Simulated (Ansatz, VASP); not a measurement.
**Two plane-wave programs on BN**

```
CELL_PARAMETERS angstrom
2.50611 0.00000 0.00000
-1.25306 2.17036 0.00000
0.00000 0.00000 9.48927
ATOMIC_POSITIONS crystal
B 0.00000 0.00000 0.00025
B 0.66667 0.33333 0.33358
B 0.33333 0.66667 0.66692
N 0.66667 0.33333 0.00065
N 0.33333 0.66667 0.33398
N 0.00000 0.00000 0.66732
```

Change from the starting cell: strain along c alone, the other axes held, atoms relaxed: -4.0 %.

Alike in both runs: task relaxation of the atoms; functional PBE; dispersion D3(BJ); k mesh 12 × 12 × 4; occupations gaussian, width 0.02 eV; no spin polarisation.

```csv
,VASP,Ansatz
version,VASP 6.6.1,Ansatz 0.2.0
potentials or method,"VASP PAW PBE potentials, release 64 (B, N), cutoff 520 eV","scalar-relativistic, plane waves, PAW"
valence electrons in the cell,24,24
```

Ansatz gave:

```
gap on the k mesh at the Fermi level, each at its own relaxed structure (eV) : 4.11
```

**Question.** Estimate VASP's values.

**Answer.** gap on the k mesh at the Fermi level, each at its own relaxed structure (eV): 4.10.

Ansatz's warnings: stress scf threshold loose.
